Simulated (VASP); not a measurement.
Write the native input for VASP 6.6.1 that does the following.

| Property | Result |
| --- | --- |
| Task | relaxation of cell and atoms |
| Functional | PBE |
| Potentials or basis | VASP PAW PBE potentials, release 64 (Si, Mo_sv) |
| Cutoff | 600 eV |
| k mesh | 6 × 6 × 4 |
| Occupations | gaussian, width 0.1 eV |
| Spin | no spin polarisation |
| Dipole correction | no |
| Further INCAR settings | ALGO = Normal; EDIFF = 1e-07; IBRION = 2; EDIFFG = -0.04; NSW = 90; ISIF = 3 |

The structure of Si2Mo lies in POSCAR:

```
Si2Mo
1.0
    5.2238886267      0.0000000000      0.0000000000
   -2.6119443134      4.5240202573      0.0000000000
    0.0000000000      0.0000000000      4.1063683484
Si Mo
4 2
Direct
    0.5000000000      0.0000000000      0.0000000000
    0.0000000000      0.5000000000      0.0000000000
    0.5000000000      0.5000000000      0.0000000000
    0.0000000000      0.0000000000      0.0000000000
    0.3333333333      0.6666666667      0.5000000000
    0.6666666667      0.3333333333      0.5000000000
```

The cell was built from a structure type or drawn by symmetry, and may not be a known phase.

These files were run (other wordings do the same):

INCAR

```
SYSTEM = Si2Mo
PREC = Accurate
ENCUT = 600
EDIFF = 1E-7
ISMEAR = 0
SIGMA = 0.1
LREAL = .FALSE.
LASPH = .TRUE.
NELM = 60
ALGO = Normal
ISIF = 3
LWAVE = .FALSE.
LCHARG = .FALSE.
GGA = PE
IBRION = 2
NSW = 90
EDIFFG = -0.04
```

KPOINTS

```
Automatic mesh
0
G
  6 6 4
  0 0 0
```

Potentials or basis: VASP PAW PBE potentials, release 64 (Si, Mo_sv).

Run with:

```console
$ cat potpaw_PBE.64/Si/POTCAR potpaw_PBE.64/Mo_sv/POTCAR > POTCAR
$ mpirun -np 1 vasp_std > vasp.out
```

It gave:

```
Relaxed volume                        : 16.29 Å³/atom
Relaxed cell                          : a = 5.286 Å, b = 5.286 Å, c = 4.039 Å, α = 90.00°, β = 90.00°, γ = 120.00°
Space group after relaxing (to 0.1 Å) : P6/mmm (No. 191)
Energy gained by relaxing             : 5.0 meV/atom
Ionic steps                           : 5
Pressure after relaxing               : 0.0 GPa
Band gap on the k mesh                : zero (bands 22 and 23 overlap by 1.88 eV)
```

Caveat: the k points lie up to 0.39 Å⁻¹ apart in the final cell, too coarse for converged energies and pressures of a metal.

Wall time 5.8 min on 1 thread of Intel Xeon 8259CL (shared host), peak memory 0.27 GiB.
